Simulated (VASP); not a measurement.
A run of VASP 6.6.1 is set up as follows.

INCAR

```
ALGO = Fast
EDIFF = 1E-6
ENCUT = 520
GGA = PE
ISIF = 2
ISMEAR = 0
LASPH = True
LCHARG = False
LDAU = True
LDAUJ = 0
LDAUL = 2
LDAUPRINT = 1
LDAUTYPE = 2
LDAUU = 2.7
LMAXMIX = 4
LREAL = False
LWAVE = False
NBANDS = 22
NELM = 150
PREC = Accurate
SIGMA = 0.1
```

File KPOINTS:

```
k-points
0
Gamma
  6 6 4
```

The input POSCAR:

```
Rh
1.0
    2.7309790422      0.0000000000      0.0000000000
   -1.3654895211      2.3650972278      0.0000000000
    0.0000000000      0.0000000000      4.4284890000
Rh
2
Direct
    0.6666666667      0.3333333333      0.7500000000
    0.3333333333      0.6666666667      0.2500000000
```

Potentials or basis: VASP PAW PBE potentials, release 64 (Rh_pv).

Command:

```sh
$ cat potpaw_PBE.64/Rh_pv/POTCAR > POTCAR
$ mpirun -np 1 vasp_std > vasp.out
```

Task: What does it give for the band gap on the k mesh?

Result: Zero (band 15 reaches 11.42 eV, above the bottom of band 16 at 9.25 eV).

Task: Estimate the pressure.

Result: -8.0 GPa.

Eigenvalues of the final occupation matrices:
```tsv
site	spin	trace	eigenvalues
site 1 d	1	3.60	0.71 0.71 0.72 0.73 0.73
site 1 d	2	3.60	0.71 0.71 0.72 0.73 0.73
site 2 d	1	3.60	0.71 0.71 0.72 0.73 0.73
site 2 d	2	3.60	0.71 0.71 0.72 0.73 0.73
```

Caveat: the k points lie up to 0.44 Å⁻¹ apart; U without spin polarisation on a metal has little footing; the U is typed as a test and isn't derived for this compound.
